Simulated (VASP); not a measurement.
# CsPtS (P4/mmm) in VASP: further runs

CsPtS is run at these levels: PBE; tasks: single point, relaxation of cell and atoms.

Program: VASP 6.6.1. These are calculated values, not measurements. Logs are shortened: lines on timing, memory, paths and dates and some standing lists are left out, and cuts for length are marked.

## (1) The cell of the first run

It takes space group P4/mmm (No. 123, tetragonal). The conventional cell has a = 3.571 Å, b = 3.571 Å, c = 6.386 Å, α = 90.00°, β = 90.00°, γ = 90.00°. Cs (site symmetry 4/mmm) has 2 Pt at 3.19 Å and 4 Cs at 3.57 Å and 8 S at 4.07 Å within 4.2 Å. Within 3.3 Å of Pt (site symmetry 4/mmm) lie 4 S at 2.52 Å and 2 Cs at 3.19 Å. S (site symmetry 4/mmm) has 4 Pt at 2.52 Å within 3.3 Å.

The cell was built from a structure type or drawn by symmetry, and may not be a known phase.

## (2) Single point, PBE

File INCAR:

```
SYSTEM = CsPtS
PREC     = Accurate       ! precision mode
ENCUT    = 520            ! plane-wave cutoff, eV
EDIFF    = 1E-7           ! SCF threshold, eV
ISMEAR   = 0              ! smearing method
SIGMA    = 0.1            ! smearing width, eV
LREAL    = .FALSE.        ! projectors in reciprocal space
LASPH    = .TRUE.         ! aspherical terms in the spheres
NELM     = 60             ! most SCF steps
ALGO     = Normal         ! electronic algorithm
ISIF     = 2              ! what is computed and relaxed
LWAVE    = .FALSE.        ! write WAVECAR
LCHARG   = .FALSE.        ! write CHGCAR
GGA      = PE             ! functional
NBANDS   = 20             ! bands
```

File KPOINTS:

```
regular mesh
0
G
  4 4 4
  0 0 0
```

File POSCAR:

```
CsPtS
1.0
    3.5705739340      0.0000000000      0.0000000000
    0.0000000000      3.5705739340      0.0000000000
    0.0000000000      0.0000000000      6.3860735613
Cs Pt S
1 1 1
Direct
    0.0000000000      0.0000000000      0.0000000000
    0.0000000000      0.0000000000      0.5000000000
    0.5000000000      0.5000000000      0.5000000000
```

Potentials or basis: VASP PAW PBE potentials, release 64 (Cs_sv, Pt, S).

On the command line:

```
$ cat potpaw_PBE.64/Cs_sv/POTCAR potpaw_PBE.64/Pt/POTCAR potpaw_PBE.64/S/POTCAR > POTCAR
$ mpirun -np 1 vasp_std > vasp.out
```

OUTCAR:

```text
SYSTEM = CsPtS
   PREC = Accurate
   ENCUT = 520
   EDIFF = 1E-7
   ISMEAR = 0
   LREAL = .FALSE.
   LASPH = .TRUE.
   NELM = 60
   ISIF = 2
   GGA = PE

 ion  position               nearest neighbor table
   1  0.000  0.000  0.000-   2 3.19   2 3.19
   2  0.000  0.000  0.500-   3 2.52   3 2.52   3 2.52   3 2.52   1 3.19   1 3.19
   3  0.500  0.500  0.500-   2 2.52   2 2.52   2 2.52   2 2.52

  LATTYP: Found a simple tetragonal cell.
 ALAT       =     3.5705739340
 C/A-ratio  =     1.7885285893

  Lattice vectors:

 A1 = (   3.5705739340,   0.0000000000,   0.0000000000)
 A2 = (   0.0000000000,   3.5705739340,   0.0000000000)
 A3 = (   0.0000000000,   0.0000000000,   6.3860735613)

Analysis of symmetry for initial positions (statically):
=====================================================================
 Subroutine PRICEL returns:
 Original cell was already a primitive cell.

 Routine SETGRP: Setting up the symmetry group for a
 simple tetragonal supercell.

 Subroutine GETGRP returns: Found 16 space group operations
 (whereof 16 operations were pure point group operations)
 out of a pool of 16 trial point group operations.

The static configuration has the point symmetry D_4h.

Analysis of symmetry for dynamics (positions and initial velocities):
=====================================================================
 Subroutine PRICEL returns:
 Original cell was already a primitive cell.

 Routine SETGRP: Setting up the symmetry group for a
 simple tetragonal supercell.

 Subroutine GETGRP returns: Found 16 space group operations
 (whereof 16 operations were pure point group operations)
 out of a pool of 16 trial point group operations.

The dynamic configuration has the point symmetry D_4h.

 Subroutine INISYM returns: Found 16 space group operations
 (whereof 16 operations are pure point group operations),
 and found     1 'primitive' translations

----------------------------------------------------------------------------------------

                                     Primitive cell

  volume of cell :      81.4160

  direct lattice vectors                    reciprocal lattice vectors
     3.570573934  0.000000000  0.000000000     0.280067020  0.000000000  0.000000000
     0.000000000  3.570573934  0.000000000     0.000000000  0.280067020  0.000000000
     0.000000000  0.000000000  6.386073561     0.000000000  0.000000000  0.156590742

  length of vectors
     3.570573934  3.570573934  6.386073561     0.280067020  0.280067020  0.156590742

  position of ions in fractional coordinates (direct lattice)
     0.000000000  0.000000000  0.000000000
     0.000000000  0.000000000  0.500000000
     0.500000000  0.500000000  0.500000000

  ion indices of the primitive-cell ions
   primitive index   ion index
                 1           1
                 2           2
                 3           3

----------------------------------------------------------------------------------------

 KPOINTS: regular mesh

Automatic generation of k-mesh.
 Grid dimensions read from file:
 generate k-points for:    4    4    4

 Generating k-lattice:

  Cartesian coordinates                     Fractional coordinates (reciprocal lattice)
     0.070016755  0.000000000  0.000000000     0.250000000  0.000000000  0.000000000
     0.000000000  0.070016755  0.000000000     0.000000000  0.250000000  0.000000000
     0.000000000  0.000000000  0.039147686     0.000000000  0.000000000  0.250000000

  Length of vectors
     0.070016755  0.070016755  0.039147686

  Shift w.r.t. Gamma in fractional coordinates (k-lattice)
     0.000000000  0.000000000  0.000000000

 Subroutine IBZKPT returns following result:
 ===========================================

 Found     18 irreducible k-points:

 Following reciprocal coordinates:
            Coordinates               Weight
  0.000000  0.000000  0.000000      1.000000
  0.250000  0.000000  0.000000      4.000000
  0.500000  0.000000  0.000000      2.000000
  0.250000  0.250000  0.000000      4.000000
  0.500000  0.250000  0.000000      4.000000
  0.500000  0.500000  0.000000      1.000000
[... 10 lines left out ...]
  0.500000  0.250000  0.500000      4.000000
  0.500000  0.500000  0.500000      1.000000
   k-points           NKPTS =     18   k-points in BZ     NKDIM =     18   number of bands    NBANDS=     20
   number of dos      NEDOS =    301   number of ions     NIONS =      3
   total plane-waves  NPLWV =  37632
   dimension x,y,z NGX =    28 NGY =   28 NGZ =   48
   dimension x,y,z NGXF=    56 NGYF=   56 NGZF=   96
   ions per type =               1   1   1
   NGX,Y,Z   is equivalent  to a cutoff of  13.04, 13.04, 12.50 a.u.
   NGXF,Y,Z  is equivalent  to a cutoff of  26.07, 26.07, 24.99 a.u.
 SYSTEM =  CsPtS
   PREC   = accura    normal or accurate (medium, high low for compatibility)
   ISTART =      0    job   : 0-new  1-cont  2-samecut
   ICHARG =      2    charge: 1-file 2-atom 10-const
   ISPIN  =      1    spin polarized calculation?
   LNONCOLLINEAR =      F non collinear calculations
   LSORBIT =      F    spin-orbit coupling
   LASPH  =      T    aspherical Exc in radial PAW
   ENCUT  =  520.0 eV  38.22 Ry    6.18 a.u.   6.64  6.64 11.87*2*pi/ulx,y,z
   NELM   =     60;   NELMIN=  2; NELMDL= -5     # of ELM steps
   EDIFF  = 0.1E-06   stopping-criterion for ELM
   LREAL  =      F    real-space projection
   EDIFFG = 0.1E-05   stopping-criterion for IOM
   NSW    =      0    number of steps for IOM
   IBRION =     -1    ionic relax: 0-MD 1-quasi-New 2-CG
   NFREE  =      0    steps in history (QN), initial steepest desc. (CG)
   ISIF   =      2    stress and relaxation
   ISYM   =      2    0-nonsym 1-usesym 2-fastsym
   POTIM  = 0.5000    time-step for ionic-motion
   TEBEG  =    0.0;   TEEND  =   0.0 temperature during run
   PSTRESS=    0.0 pullay stress
   NELECT =      25.0000    total number of electrons
   NUPDOWN=      -1.0000    fix difference up-down
   EMIN   =  10.00;   EMAX   =-10.00  energy-range for DOS
   EFERMI =   0.00;   METHOD = LEGACY
   ISMEAR =     0;   SIGMA  =   0.10  broadening in eV -4-tet -1-fermi 0-gaus
   EFERMI_NEDOS =   21; number of points for ismear=-14 and -15
   IALGO  =     38    algorithm
   IMIX   =      4    mixing-type and parameters
     AMIX     =   0.40;   BMIX     =  1.00
     AMIX_MAG =   1.60;   BMIX_MAG =  1.00
  volume/ion in A,a.u.               =      27.14       183.14
  Fermi-wavevector in a.u.,A,eV,Ry     =   1.104464  2.087134 16.596936  1.219840
  Thomas-Fermi vector in A             =   2.240937
   LORBIT       =      0    0 simple, 1 ext, 2 COOP (PROOUT), +10 PAW based schemes
   GGA     = PE    functional components
   LHFCALC =     F    Hartree Fock is set to
   AEXX    =    0.0000 exact exchange contribution
   IVDW    =     0    specifies the selected vdW correction
   LEPSILON=     F    determine dielectric tensor
   LRPA    =     F    only Hartree local field effects (RPA)
 non-spin polarized calculation
 Gauss-broadening in eV      SIGMA  =   0.10
  energy-cutoff  :      520.00
  volume of cell :       81.42
 maximum number of plane-waves:      2216
 NGX is ok and might be reduce to    28
   NGX = 13   NGY = 13   NGZ = 23

 number of electron      25.0000001 magnetization

 Free energy of the ion-electron system (eV)
  ---------------------------------------------------
  ext. energy  EPLUGINS =         0.00000000
  ---------------------------------------------------
  free energy    TOTEN  =       -11.54818534 eV

  energy without entropy =      -11.54040992  energy(sigma->0) =      -11.54429763

 E-fermi :   5.5188     XC(G=0):  -9.5516

 val. band max:        5.4775700218   @ k =   0.5000   0.5000   0.2500
 cond. band min:       5.5517268334   @ k =   0.0000   0.0000   0.0000
 fundamental gap:      0.0741568116
 Fermi energy:         5.5187546549

 k-point     1 :       0.0000    0.0000    0.0000
  band No.  band energies     occupation
      1     -18.4512      2.00000
      2      -8.8797      2.00000
      3      -5.2464      2.00000
      4      -4.1771      2.00000
      5      -4.1771      2.00000
      6       1.3606      2.00000
[... 12 lines left out ...]
     19      11.9990      0.00000
     20      12.4258      0.00000

 k-point     2 :       0.2500    0.0000    0.0000
  band No.  band energies     occupation
      1     -18.3067      2.00000
      2      -8.4435      2.00000
      3      -5.3931      2.00000
      4      -5.0513      2.00000
      5      -4.0540      2.00000
      6      -0.3923      2.00000
[... 12 lines left out ...]
     19      11.6075      0.00000
     20      12.3697      0.00000

 k-point     3 :       0.5000    0.0000    0.0000
  band No.  band energies     occupation
      1     -18.1527      2.00000
      2      -7.9098      2.00000
      3      -6.3226      2.00000
      4      -4.8334      2.00000
      5      -3.9243      2.00000
      6      -1.9899      2.00000
[... 12 lines left out ...]
     19      10.3358      0.00000
     20      11.2499      0.00000

 k-point     4 :       0.2500    0.2500    0.0000
  band No.  band energies     occupation
      1     -18.1647      2.00000
      2      -8.1996      2.00000
      3      -5.2631      2.00000
      4      -5.2089      2.00000
      5      -4.8728      2.00000
      6      -0.9491      2.00000
[... 12 lines left out ...]
     19      10.4938      0.00000
     20      10.9892      0.00000

 k-point     5 :       0.5000    0.2500    0.0000
  band No.  band energies     occupation
      1     -18.0137      2.00000
      2      -7.9431      2.00000
      3      -6.1739      2.00000
      4      -5.0741      2.00000
      5      -4.6765      2.00000
      6      -1.0568      2.00000
[... 12 lines left out ...]
     19      11.8496      0.00000
     20      12.0560      0.00000
[... 215 lines left out ...]
      6      -1.8192      2.00000
[... 12 lines left out ...]
     19      10.9587      0.00000
     20      11.3982      0.00000

 k-point    16 :       0.2500    0.2500    0.5000
  band No.  band energies     occupation
      1     -18.1601      2.00000
      2      -8.2130      2.00000
      3      -5.3070      2.00000
      4      -5.2112      2.00000
      5      -4.9865      2.00000
      6      -0.8763      2.00000
[... 12 lines left out ...]
     19      10.3834      0.00000
     20      10.4743      0.00000

 k-point    17 :       0.5000    0.2500    0.5000
  band No.  band energies     occupation
      1     -18.0093      2.00000
      2      -7.9237      2.00000
      3      -6.2183      2.00000
      4      -5.0751      2.00000
      5      -4.8725      2.00000
      6      -0.9813      2.00000
[... 12 lines left out ...]
     19      10.2781      0.00000
     20      12.9578      0.00000

 k-point    18 :       0.5000    0.5000    0.5000
  band No.  band energies     occupation
      1     -17.8618      2.00000
      2      -7.9800      2.00000
      3      -6.0044      2.00000
      4      -6.0044      2.00000
      5      -4.6783      2.00000
      6       0.4311      2.00000
[... 12 lines left out ...]
     19      11.7170      0.00000
     20      12.8054      0.00000

------------------------ aborting loop because EDIFF is reached ----------------------------------------

  FORCE on cell =-STRESS in cart. coord.  units (eV):
  Direction    XX          YY          ZZ          XY          YZ          ZX
  --------------------------------------------------------------------------------------
  -------------------------------------------------------------------------------------
  Total       -0.2364148     -0.2364148      0.3597766      0.0000000      0.0000000     -0.0000000
  in kB       -4.6523819     -4.6523819      7.0800040      0.0000000      0.0000000     -0.0000000
  external PRESSURE =      -0.7415866 kB  Pullay stress =       0.0000000 kB

 VOLUME and BASIS-vectors are now :
 -----------------------------------------------------------------------------
  energy-cutoff  :      520.00
  volume of cell :       81.42
      direct lattice vectors                 reciprocal lattice vectors
     3.570573934  0.000000000  0.000000000     0.280067020  0.000000000  0.000000000
     0.000000000  3.570573934  0.000000000     0.000000000  0.280067020  0.000000000
     0.000000000  0.000000000  6.386073561     0.000000000  0.000000000  0.156590742

 POSITION                                       TOTAL-FORCE (eV/Angst)
 -----------------------------------------------------------------------------------
      0.00000      0.00000      0.00000         0.000000      0.000000      0.000000
      0.00000      0.00000      3.19304         0.000000      0.000000      0.000000
      1.78529      1.78529      3.19304         0.000000      0.000000      0.000000
 -----------------------------------------------------------------------------------
    total drift:                               -0.000000      0.000000      0.000000

  FREE ENERGIE OF THE ION-ELECTRON SYSTEM (eV)
  ---------------------------------------------------
  free  energy   TOTEN  =       -11.5481853357 eV

  energy  without entropy=      -11.5404099151  energy(sigma->0) =      -11.54429763
```

It took 11 s on 1 thread of Intel Xeon 6975P-C (Granite Rapids), shared host; peak memory 0.2 GiB.

What came out:

* Free energy: -11.5482 eV
* Pressure: -0.1 GPa
* Band gap on the k mesh: zero (an odd number of electrons rules out a gap without spin polarisation)

Levels at points of the mesh, in eV from the Fermi level:
```csv
k point,band 9,band 10,band 11,band 12,band 13,band 14,band 15,band 16
"(0.00, 0.00, 0.00)",-3.11,-2.82,-2.82,-2.44,-2.44,0.03,0.33,1.32
"(0.50, 0.00, 0.00)",-2.84,-2.29,-2.01,-0.47,1.97,2.67,2.84,3.50
"(0.50, 0.50, 0.00)",-3.26,-2.75,-2.68,-1.87,-1.31,-1.07,-0.40,3.09
"(0.00, 0.00, 0.50)",-2.85,-2.85,-2.36,-2.36,-2.00,0.60,0.90,1.27
"(0.50, 0.00, 0.50)",-2.22,-2.14,-1.58,-0.48,1.04,1.10,2.21,2.69
"(0.50, 0.50, 0.50)",-3.05,-3.05,-2.12,-1.87,-1.27,-0.24,0.33,2.88
```

Caveat: the k points lie up to 0.44 Å⁻¹ apart, too coarse for converged energies and pressures of a metal; spin-orbit coupling is left out, which moves the levels of the heavy elements.

(Part 1 of 3 ends here.)
